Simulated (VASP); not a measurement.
Ge: single point with revPBE

Crystal: Ge.

```
Ge
1.0
     4.09064    0.00000    0.00000
    -2.04532    3.54260    0.00000
     0.00000    0.00000    6.72908
Ge
4
Cartesian
  0.0000 2.3617 6.3079
  2.0453 1.1809 2.9434
  0.0000 2.3617 3.7857
  2.0453 1.1809 0.4212
```

- Program: VASP 6.6.1
- Task: single point
- Functional: revPBE
- Potentials or basis: VASP PAW PBE potentials, release 64 (Ge_d)
- Cutoff: 520 eV
- k mesh: 8 × 8 × 4
- Occupations: fermi-dirac, width 0.05 eV
- Spin: no spin polarisation

- Pressure: -0.1 GPa
- Largest force: 0.006 eV/Å
- Band gap on the k mesh: 0.10 eV, indirect (least direct gap 0.21 eV)

Forces in eV/Å, atoms in the order of the input:
```
Ge   0.000  0.000 -0.006
Ge   0.000  0.000 -0.006
Ge   0.000  0.000  0.006
Ge   0.000  0.000  0.006
```

Levels at points of the mesh, in eV from the valence-band top:
```tsv
k point	band 24	band 25	band 26	band 27	band 28	band 29	band 30	band 31	band 32	band 33
(0.00, 0.00, 0.00)	-1.27	-1.27	-0.38	-0.10	0.00	0.21	0.21	2.38	2.38	2.85
(0.50, 0.00, 0.00)	-6.45	-4.11	-2.73	-2.43	-1.23	0.77	1.63	3.77	3.81	4.34
(0.00, 0.00, 0.50)	-4.56	-0.69	-0.69	-0.69	-0.69	0.63	0.63	3.43	3.43	3.43
(0.50, 0.00, 0.50)	-7.48	-2.24	-2.24	-2.12	-2.12	0.68	0.68	2.33	2.33	6.05
```

Wall time 50 s on 1 thread of AMD EPYC 9R45 96-Core Processor (Zen 5), on a shared host, peak memory 0.21 GiB.

Caveat: the PAW data sets were made with another functional, which shifts forces and pressure a little. A k mesh can miss the band edges.
